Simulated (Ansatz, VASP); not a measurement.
**One calculation of SiO2, two programs**

INCAR

```
PREC = Accurate ; ENCUT = 600
EDIFF = 1E-7 ; ISMEAR = -1
SIGMA = 0.05 ; LREAL = F
LASPH = T ; NELM = 60
ALGO = Normal ; ISIF = 3
LWAVE = F ; LCHARG = F
GGA = B5 ; ALDAX = 1.0
AGGAX = 1.0 ; AGGAC = 1.0
ALDAC = 0.0 ; IVDW = 12
VDW_S6 = 1.0 ; VDW_S8 = 2.6996
VDW_A1 = 0.4298 ; VDW_A2 = 4.2359
IBRION = 2 ; NSW = 60
EDIFFG = -0.01
```

KPOINTS

```
regular mesh
0
Gamma
  6 6 6
```

File POSCAR:

```
SiO2
1.0
   -4.4720405200      4.4720405200      2.6117703500
    4.4720405200     -4.4720405200      2.6117703500
    4.4720405200      4.4720405200     -2.6117703500
Si O
4 8
Direct
    0.8231114200      0.8231114200      0.6462228400
    0.1768885800      0.8231114200      0.0000000000
    0.8231114200      0.1768885800      0.0000000000
    0.1768885800      0.1768885800      0.3537771600
    0.0000000000      0.7914513400      0.7914513400
    0.2085486600      0.0000000000      0.2085486600
    0.7914513400      0.0000000000      0.7914513400
    0.0000000000      0.2085486600      0.2085486600
    0.0000000000      0.0000000000      0.5000000000
    0.5000000000      0.0000000000      0.0000000000
    0.0000000000      0.5000000000      0.0000000000
    0.5000000000      0.5000000000      0.5000000000
```

input.yaml

```yaml
crystal:
  lattice:
    - [-4.47204052, 4.47204052, 2.61177035]
    - [4.47204052, -4.47204052, 2.61177035]
    - [4.47204052, 4.47204052, -2.61177035]
  atoms:
    - { symbol: Si, position: [0.82311142, 0.82311142, 0.64622284] }
    - { symbol: Si, position: [0.17688858, 0.82311142, 0.0] }
    - { symbol: Si, position: [0.82311142, 0.17688858, 0.0] }
    - { symbol: Si, position: [0.17688858, 0.17688858, 0.35377716] }
    - { symbol: O, position: [0.0, 0.79145134, 0.79145134] }
    - { symbol: O, position: [0.20854866, 0.0, 0.20854866] }
    - { symbol: O, position: [0.79145134, 0.0, 0.79145134] }
    - { symbol: O, position: [0.0, 0.20854866, 0.20854866] }
    - { symbol: O, position: [0.0, 0.0, 0.5] }
    - { symbol: O, position: [0.5, 0.0, 0.0] }
    - { symbol: O, position: [0.0, 0.5, 0.0] }
    - { symbol: O, position: [0.5, 0.5, 0.5] }
hamiltonian:
  xc: blyp
  pseudopotentials: { kind: paw }
  dispersion: d3bj
kpoints:
  mp_grid: { grid: [6, 6, 6] }
scf:
  occupations: { method: fermi_dirac, width: 0.05 }
output:
  forces: true
  stress: true
  eigenvalues: true
relax:
  f_tol: 0.01
  max_steps: 40
  cell: { stress_tol: 0.05 }
```

Alike in both runs: task relaxation of cell and atoms; functional BLYP; dispersion D3(BJ); k mesh 6 × 6 × 6; occupations fermi-dirac, width 0.05 eV; no spin polarisation.

```csv
,VASP,Ansatz
version,VASP 6.6.1,Ansatz 0.2.0
potentials or method,"VASP PAW PBE potentials, release 64 (Si, O)",Ansatz PAW
plane-wave cutoff (eV),600,420
valence electrons in the cell,64,64
```

Ansatz gave:

```
gap on the k mesh at the Fermi level, each at its own relaxed structure (eV) : 5.41
relaxed volume (Å³/atom)                                                     : 17.72
relaxed length of the cell vector where the two differ most in proportion (Å)              : 6.878
```

Task: Estimate VASP's values.

Result: gap on the k mesh at the Fermi level, each at its own relaxed structure (eV): 5.40; relaxed volume (Å³/atom): 17.77; relaxed length of the cell vector where the two differ most in proportion (Å): 6.885.

VASP's potentials were made for PBE, not for BLYP.

Noted on Ansatz's run: the plane-wave basis is chosen anew once the cell has moved, so the energies of steps on either side of that aren't comparable.
